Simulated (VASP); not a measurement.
Here is a VASP 6.6.1 calculation.

File INCAR:

```
SYSTEM = In
ALGO = Normal
EDIFF = 1E-6
ENCUT = 520
GGA = PE
ISIF = 2
ISMEAR = -1
LASPH = .True.
LCHARG = .True.
LELF = .True.
LREAL = .False.
LVHAR = .True.
LWAVE = .False.
NBANDS = 20
NELM = 80
PREC = Accurate
SIGMA = 0.08
```

The input KPOINTS:

```
k-points
0
Gamma
  10 10 10
  0 0 0
```

The input POSCAR:

```
In
1.0
    0.0000000000      3.3190669506      3.3190669506
    3.3190669506      0.0000000000      3.3190669506
    3.3190669506      3.3190669506      0.0000000000
In
2
Direct
   -0.1250000000     -0.1250000000     -0.1250000000
    0.1250000000      0.1250000000      0.1250000000
```

Potentials or basis: VASP PAW PBE potentials, release 64 (In_d).

The run is started by

```sh
$ cat potpaw_PBE.64/In_d/POTCAR > POTCAR
$ mpirun -np 1 vasp_std > vasp.out
```

**Question.** Predict the pressure.

**Answer.** 1.1 GPa.

**Question.** Predict the band gap on the k mesh.

**Answer.** Zero (band 13 reaches 6.28 eV, above the bottom of band 14 at 2.84 eV).

Caveat: spin-orbit coupling is left out, which moves the levels of the heavy elements.
